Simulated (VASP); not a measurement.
Here is a VASP 6.6.1 calculation.

Contents of INCAR:

```
SYSTEM = ZnMo3
ALGO = Fast ; EDIFF = 1E-6
ENCUT = 520 ; GGA = PE
ISIF = 2 ; ISMEAR = 0
LASPH = .TRUE. ; LCHARG = .FALSE.
LREAL = .FALSE. ; LWAVE = .FALSE.
NBANDS = 35 ; NELM = 80
PREC = Accurate ; SIGMA = 0.1
```

The input KPOINTS:

```
k-points
0
G
  10 10 10
  0 0 0
```

File POSCAR:

```
ZnMo3
1.0
    4.0073879787      0.0000000000      0.0000000000
    0.0000000000      4.0073879787      0.0000000000
    0.0000000000      0.0000000000      4.0073879787
Zn Mo
1 3
Direct
    0.0000000000      0.0000000000      0.0000000000
    0.0000000000      0.5000000000      0.5000000000
    0.5000000000      0.0000000000      0.5000000000
    0.5000000000      0.5000000000      0.0000000000
```

Potentials or basis: VASP PAW PBE potentials, release 64 (Zn, Mo_sv).

Launch:

```bash
$ cat potpaw_PBE.64/Zn/POTCAR potpaw_PBE.64/Mo_sv/POTCAR > POTCAR
$ mpirun -np 1 vasp_std > vasp.out
```

**Question.** Predict the band gap on the k mesh.

**Answer.** Zero (bands 27 and 28 overlap by 1.44 eV).

**Question.** Predict the pressure.

**Answer.** -10.2 GPa.

Caveat: the cell differs from its parent crystal (strained); the cell stands under tension.
